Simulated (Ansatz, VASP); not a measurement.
# One calculation of TiO2, two programs

```
Ti O
1.0
     4.59658    0.00000    0.00000
     0.00000    4.59658    0.00000
     0.00000    0.00000    2.95386
Ti O
2 4
Direct
  0.00000 0.00000 0.00000
  0.50000 0.50000 0.50000
  0.30462 0.30462 0.00000
  0.69538 0.69538 0.00000
  0.80462 0.19538 0.50000
  0.19538 0.80462 0.50000
```

Alike in both runs: functional r2SCAN; k mesh 8 × 8 × 11; occupations fermi-dirac, width 0.05 eV; no spin polarisation.

Ansatz relaxed the structure, and its values are those at the end. VASP's run is a single point on that final structure, the one shown.

```csv
,VASP,Ansatz
version,VASP 6.6.1,Ansatz 0.2.0
potentials or method,"VASP PAW PBE potentials, release 64 (Ti_sv, O)","PAW with Ansatz's default frozen-core files, scalar-relativistic"
plane-wave cutoff (eV),520,500
valence electrons in the cell,48,48
```

Ansatz gave:

| Item | Value |
| --- | --- |
| pressure (GPa) | 0.0 |
| rms of the force components (eV/Å) | 0.001 |

Problem. Estimate VASP's values.

Solution. Pressure (GPa): 1.3; rms of the force components (eV/Å): 0.017.

VASP's potentials were made for PBE, not for r2SCAN.
